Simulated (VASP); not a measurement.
# AlCo (Pm-3m) in VASP: elastic constants with PBEsol

Aim: the elastic constants of AlCo with PBEsol.

Everything below comes from runs of VASP 6.6.1. Logs are shortened: lines on timing, memory, paths and dates and some standing lists are left out, and cuts for length are marked.

## Step 1: The cell of the first run

Symmetry: Pm-3m, No. 221, cubic system. The conventional cell has a = 2.825 Å, b = 2.825 Å, c = 2.825 Å, α = 90.00°, β = 90.00°, γ = 90.00°. Al (site symmetry m-3m) has 8 Co at 2.45 Å and 6 Al at 2.82 Å within 3.2 Å. Within 3.2 Å of Co (site symmetry m-3m) lie 8 Al at 2.45 Å and 6 Co at 2.82 Å.

## Step 2: Elastic constants, PBEsol

Input file INCAR:

```
SYSTEM = AlCo
  PREC = Accurate
  ENCUT = 600
  EDIFF = 1E-8
  ISMEAR = -1
  SIGMA = 0.15
  LREAL = .False.
  LASPH = .True.
  NELM = 60
  ALGO = Normal
  ISIF = 3
  LWAVE = .False.
  LCHARG = .False.
  GGA = PS
  NBANDS = 13
  IBRION = 6
  NFREE = 2
  POTIM = 0.015
  NSW = 1
```

Input file KPOINTS:

```
regular mesh
0
Gamma
  14 14 14
  0 0 0
```

Input file POSCAR:

```
AlCo
1.0
    2.8246500857      0.0000000000      0.0000000000
    0.0000000000      2.8246500857      0.0000000000
    0.0000000000      0.0000000000      2.8246500857
Al Co
1 1
Direct
    0.0000000000      0.0000000000      0.0000000000
    0.5000000000      0.5000000000      0.5000000000
```

Potentials or basis: VASP PAW PBE potentials, release 64 (Al, Co).

The run is started by

```bash
$ cat potpaw_PBE.64/Al/POTCAR potpaw_PBE.64/Co/POTCAR > POTCAR
$ mpirun -np 1 vasp_std > vasp.out
```

OUTCAR:

```text
SYSTEM = AlCo
   PREC = Accurate
   ENCUT = 600
   EDIFF = 1E-8
   ISMEAR = -1
   LREAL = .False.
   LASPH = .True.
   NELM = 60
   ISIF = 3
   GGA = PS
   IBRION = 6
   NFREE = 2
   POTIM = 0.015
   NSW = 1

 ion  position               nearest neighbor table
   1  0.000  0.000  0.000-   2 2.45   2 2.45   2 2.45   2 2.45   2 2.45   2 2.45   2 2.45   2 2.45

   2  0.500  0.500  0.500-   1 2.45   1 2.45   1 2.45   1 2.45   1 2.45   1 2.45   1 2.45   1 2.45

  LATTYP: Found a simple cubic cell.
 ALAT       =     2.8246500857

  Lattice vectors:

 A1 = (   2.8246500857,   0.0000000000,   0.0000000000)
 A2 = (   0.0000000000,   2.8246500857,   0.0000000000)
 A3 = (   0.0000000000,   0.0000000000,   2.8246500857)

Analysis of symmetry for initial positions (statically):
=====================================================================
 Subroutine PRICEL returns:
 Original cell was already a primitive cell.

 Routine SETGRP: Setting up the symmetry group for a
 simple cubic supercell.

 Subroutine GETGRP returns: Found 48 space group operations
 (whereof 48 operations were pure point group operations)
 out of a pool of 48 trial point group operations.

The static configuration has the point symmetry O_h .

Analysis of symmetry for dynamics (positions and initial velocities):
=====================================================================
 Subroutine PRICEL returns:
 Original cell was already a primitive cell.

 Routine SETGRP: Setting up the symmetry group for a
 simple cubic supercell.

 Subroutine GETGRP returns: Found 48 space group operations
 (whereof 48 operations were pure point group operations)
 out of a pool of 48 trial point group operations.

The dynamic configuration has the point symmetry O_h .

 Subroutine INISYM returns: Found 48 space group operations
 (whereof 48 operations are pure point group operations),
 and found     1 'primitive' translations

----------------------------------------------------------------------------------------

                                     Primitive cell

  volume of cell :      22.5369

  direct lattice vectors                    reciprocal lattice vectors
     2.824650086  0.000000000  0.000000000     0.354026152  0.000000000  0.000000000
     0.000000000  2.824650086  0.000000000     0.000000000  0.354026152  0.000000000
     0.000000000  0.000000000  2.824650086     0.000000000  0.000000000  0.354026152

  length of vectors
     2.824650086  2.824650086  2.824650086     0.354026152  0.354026152  0.354026152

  position of ions in fractional coordinates (direct lattice)
     0.000000000  0.000000000  0.000000000
     0.500000000  0.500000000  0.500000000

  ion indices of the primitive-cell ions
   primitive index   ion index
                 1           1
                 2           2

----------------------------------------------------------------------------------------

 KPOINTS: regular mesh

Automatic generation of k-mesh.
 Grid dimensions read from file:
 generate k-points for:   14   14   14

 Generating k-lattice:

  Cartesian coordinates                     Fractional coordinates (reciprocal lattice)
     0.025287582  0.000000000  0.000000000     0.071428571  0.000000000  0.000000000
     0.000000000  0.025287582  0.000000000     0.000000000  0.071428571  0.000000000
[... 109 lines left out ...]
------------------------ aborting loop because EDIFF is reached ----------------------------------------

  FORCE on cell =-STRESS in cart. coord.  units (eV):
  Direction    XX          YY          ZZ          XY          YZ          ZX
  --------------------------------------------------------------------------------------
  -------------------------------------------------------------------------------------
  Total        0.0061303      0.0061303      0.0061303      0.0000000      0.0000000      0.0000000
  in kB        0.4358105      0.4358105      0.4358105      0.0000000      0.0000000      0.0000000
  external PRESSURE =       0.4358105 kB  Pullay stress =       0.0000000 kB
[... 89 lines left out ...]
  FREE ENERGIE OF THE ION-ELECTRON SYSTEM (eV)
  ---------------------------------------------------
  free  energy   TOTEN  =       -13.1080825785 eV

  energy  without entropy=      -13.0434199599  energy(sigma->0) =      -13.07575127

[... ionic steps 4 to 14 ...]

--------------------------------------- Ionic step       15  -------------------------------------------

 number of electron      11.9999996 magnetization

------------------------ aborting loop because EDIFF is reached ----------------------------------------
[... 67 lines left out ...]
--------------------------------------- Ionic step       17  -------------------------------------------

 number of electron      11.9999997 magnetization

 Free energy of the ion-electron system (eV)
  ---------------------------------------------------
  ext. energy  EPLUGINS =         0.00000000
  ---------------------------------------------------
  free energy    TOTEN  =       -13.11225040 eV

  energy without entropy =      -13.04571110  energy(sigma->0) =      -13.07898075

 E-fermi :  10.7192     XC(G=0): -12.5159

 val. band max:       10.6490965315   @ k =   0.5000   0.4286   0.0714
 cond. band min:      10.7272153742   @ k =   0.0000   0.4286   0.4286
 fundamental gap:      0.0781188427
 Fermi energy:        10.7191691158

 k-point     1 :       0.0000    0.0000    0.0000
  band No.  band energies     occupation
      1      -0.4417      2.00000
      2       7.7041      2.00000
      3       7.7044      2.00000
      4       9.9596      1.98744
      5       9.9599      1.98741
      6       9.9599      1.98741
      7      16.9071      0.00000
      8      16.9072      0.00000
      9      16.9072      0.00000
     10      19.6740      0.00000
     11      19.6744      0.00000
     12      26.4686      0.00000
     13      32.7304      0.00000
[... 354 lines left out ...]
  band No.  band energies     occupation
      1       2.7111      2.00000
      2       6.6463      2.00000
      3       8.1849      2.00000
      4       8.9019      1.99999
      5       9.2715      1.99987
      6       9.7067      1.99766
      7      11.4956      0.01123
      8      15.4041      0.00000
      9      19.3359      0.00000
     10      20.8250      0.00000
     11      23.1927      0.00000
     12      25.5966      0.00000
     13      27.8870      0.00000

 [... further k-points ...]
[... 5 lines left out ...]
  --------------------------------------------------------------------------------------
  -------------------------------------------------------------------------------------
  Total        0.0070002      0.0091221      0.0091221      0.0000000      0.0000000      0.0000000
  in kB        0.4976558      0.6485045      0.6485045      0.0000000      0.0000000      0.0000000
  external PRESSURE =       0.5982216 kB  Pullay stress =       0.0000000 kB
[... 17 lines left out ...]
  FREE ENERGIE OF THE ION-ELECTRON SYSTEM (eV)
  ---------------------------------------------------
  free  energy   TOTEN  =       -13.1122504035 eV

  energy  without entropy=      -13.0457110954  energy(sigma->0) =      -13.07898075

 INTERNAL STRAIN TENSORS FROM STRAINED CELLS
 ============================================

 INTERNAL STRAIN TENSOR FOR ION    1 for displacements in x,y,z  (eV/Angst):
          X           Y           Z          XY          YZ          ZX
  --------------------------------------------------------------------------------
  x     0.00000     0.00000     0.00000     0.00000     0.00000    -0.00000
  y     0.00000     0.00000     0.00000     0.00000     0.00000     0.00000
  z     0.00000     0.00000     0.00000     0.00000     0.00000     0.00000

 INTERNAL STRAIN TENSORS FROM DISPLACED ATOMS
 ============================================

 INTERNAL STRAIN TENSOR FOR ION    1 for displacements in x,y,z  (eV/Angst):
          X           Y           Z          XY          YZ          ZX
  --------------------------------------------------------------------------------
  x     0.00000     0.00000     0.00000     0.00000     0.00000     0.00000
  y     0.00000     0.00000     0.00000     0.00000     0.00000     0.00000
  z     0.00000     0.00000     0.00000     0.00000     0.00000     0.00000

 INTERNAL STRAIN TENSOR FOR ION    2 for displacements in x,y,z  (eV/Angst):
          X           Y           Z          XY          YZ          ZX
  --------------------------------------------------------------------------------
  x     0.00000     0.00000     0.00000     0.00000     0.00000     0.00000
  y     0.00000     0.00000     0.00000     0.00000     0.00000     0.00000
  z     0.00000     0.00000     0.00000     0.00000     0.00000     0.00000

 Eigenvectors and eigenvalues of the dynamical matrix
 ----------------------------------------------------

   1 f  =   10.194249 THz    64.052355 2PiTHz  340.043541 cm-1    42.160007 meV
             X         Y         Z           dx          dy          dz
      0.000000  0.000000  0.000000    -0.105939   -0.821436    0.000000
      1.412325  1.412325  1.412325     0.071677    0.555771   -0.000000
[... 21 lines left out ...]
   6 f/i=    0.000298 THz     0.001874 2PiTHz    0.009950 cm-1     0.001234 meV
             X         Y         Z           dx          dy          dz
      0.000000  0.000000  0.000000    -0.243426    0.415935    0.285939
      1.412325  1.412325  1.412325    -0.359786    0.614757    0.422621

--------------------------------------------------------------------------------------------------------

 ELASTIC MODULI CONTR FROM IONIC RELAXATION (kBar)
 Direction    XX          YY          ZZ          XY          YZ          ZX
 --------------------------------------------------------------------------------
 XX           0.0000      0.0000      0.0000      0.0000      0.0000      0.0000
 YY           0.0000      0.0000      0.0000      0.0000      0.0000      0.0000
 ZZ           0.0000      0.0000      0.0000      0.0000      0.0000      0.0000
 XY           0.0000      0.0000      0.0000      0.0000      0.0000      0.0000
 YZ           0.0000      0.0000      0.0000      0.0000      0.0000      0.0000
 ZX           0.0000      0.0000      0.0000      0.0000      0.0000      0.0000
 --------------------------------------------------------------------------------

 TOTAL ELASTIC MODULI (kBar)
 Direction    XX          YY          ZZ          XY          YZ          ZX
 --------------------------------------------------------------------------------
 XX        2991.3759   1378.4293   1378.4293      0.0000      0.0000      0.0000
 YY        1378.4293   2991.3759   1378.4293     -0.0000     -0.0000      0.0000
 ZZ        1378.4293   1378.4293   2991.3759      0.0000     -0.0000     -0.0000
 XY           0.0000     -0.0000      0.0000   1513.5473      0.0000      0.0000
 YZ           0.0000     -0.0000     -0.0000      0.0000   1513.5473      0.0000
 ZX           0.0000      0.0000     -0.0000      0.0000      0.0000   1513.5473
 --------------------------------------------------------------------------------
```

Run time: 7.5 min. Hardware: 1 thread of Intel Xeon 6975P-C (Granite Rapids), shared host; peak memory 0.58 GiB.

What came out:

```
Elastic constants C11, C12, C44                         : 299, 138, 151 GPa
Voigt bulk modulus                                      : 192 GPa
Highest phonon frequency at Γ, LO-TO splitting left out : 340 cm⁻¹
```

Phonon frequencies in cm⁻¹ (negative: imaginary):
| q point | frequencies |
| --- | --- |
| (0.000, 0.000, 0.000) | 0 0 0 340 340 340 |

Elastic tensor in Voigt notation (GPa, in the Cartesian axes of the cell as first typed):
```
299 138 138   0   0   0
138 299 138   0   0   0
138 138 299   0   0   0
  0   0   0 151   0   0
  0   0   0   0 151   0
  0   0   0   0   0 151
```

Clamped-ion elastic tensor (GPa):
```
299 138 138   0   0   0
138 299 138   0   0   0
138 138 299   0   0   0
  0   0   0 151   0   0
  0   0   0   0 151   0
  0   0   0   0   0 151
```

Caveat: the PAW data sets were made with another functional, which shifts forces and pressure a little. Spin polarisation is off, so any magnetic state and its effect on volume and gap are missing.
